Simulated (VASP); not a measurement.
Wanted: the native input for a VASP 6.6.1 run.

```
Task                   : single point
Functional             : PBE
Potentials or basis    : VASP PAW PBE potentials, release 64 (Cu, Be, Sn_d, S)
Cutoff                 : 520 eV
k mesh                 : 8 × 8 × 8
Occupations            : fermi-dirac, width 0.02 eV
Spin                   : no spin polarisation
Dipole correction      : no
Further INCAR settings : ALGO = Normal; EDIFF = 1e-06; NBANDS = 41
```

The structure of BeCu2SnS4 lies in POSCAR:

```
BeCu2SnS4
1.0
   -2.6150943882      2.6150943882      5.3563488621
    2.6150943882     -2.6150943882      5.3563488621
    2.6150943882      2.6150943882     -5.3563488621
Cu Be Sn S
2 1 1 4
Direct
    0.7500000000      0.2500000000      0.5000000000
    0.2500000000      0.7500000000      0.5000000000
    0.0000000000      0.0000000000      0.0000000000
    0.5000000000      0.5000000000      0.0000000000
    0.9012149747      0.9012149747      0.5514334072
    0.0987850253      0.6502184325      0.0000000000
    0.6502184325      0.0987850253      0.0000000000
    0.3497815675      0.3497815675      0.4485665928
```

The input as run:

INCAR

```
SYSTEM = BeCu2SnS4
PREC = Accurate
ENCUT = 520
EDIFF = 1E-6
ISMEAR = -1
SIGMA = 0.02
LREAL = .FALSE.
LASPH = .TRUE.
NELM = 100
ALGO = Normal
ISIF = 2
LWAVE = .FALSE.
LCHARG = .TRUE.
GGA = PE
LELF = .TRUE.
LVHAR = .TRUE.
NBANDS = 41
```

KPOINTS

```
regular mesh
0
G
  8 8 8
  0 0 0
```

Potentials or basis: VASP PAW PBE potentials, release 64 (Cu, Be, Sn_d, S).

Launch:

```console
$ cat potpaw_PBE.64/Cu/POTCAR potpaw_PBE.64/Be/POTCAR potpaw_PBE.64/Sn_d/POTCAR potpaw_PBE.64/S/POTCAR > POTCAR
$ mpirun -np 1 vasp_std > vasp.out
```

It gave:

```json
{"Pressure": "2.1 GPa", "Largest force": "0.197 eV/Å", "Band gap on the k mesh": "0.13 eV"}
```

Caveat: semilocal functionals underestimate gaps, and a narrow one can read as zero; spin-orbit coupling is left out, which moves the levels of the heavy elements.

Run time: 21 min on 1 thread of AMD EPYC 7571, with other jobs on the host, peak memory 0.51 GiB.
